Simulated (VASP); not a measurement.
The system is LiF.

```
Li F
1.0
     3.17344    0.00000    0.00000
    -1.58672    2.74828    0.00000
     0.00000    0.00000    4.50576
Li F
2 2
Direct
  0.33333 0.66667 0.97815
  0.66667 0.33333 0.47815
  0.33333 0.66667 0.39685
  0.66667 0.33333 0.89685
```

This cell differs from its parent crystal: epitaxial xy strain +3.0%.

Base run:

```yaml
Program: VASP 6.6.1
Functional: PBE
Potentials_or_basis: VASP PAW PBE potentials, release 64 (Li_sv, F)
Cutoff: 520 eV
k_mesh: 12 × 12 × 6
Occupations: fermi-dirac, width 0.02 eV
Spin: no spin polarisation
```

Its results: band gap on the k mesh 7.64 eV; largest force 0.014 eV/Å.

Question: The run is repeated on the same cell with these changes: functional from PBE to r2SCAN; occupations from fermi-dirac, width 0.02 eV to gaussian, width 0.01 eV. What comes out?

Answer: Band gap on the k mesh 8.47 eV; largest force 0.016 eV/Å.

Caveats: the structure was generated, so it needn't be the stable form of LiF; the PAW data sets were made with another functional, which shifts forces and pressure a little (at least some runs).

A k mesh can miss the band edges.
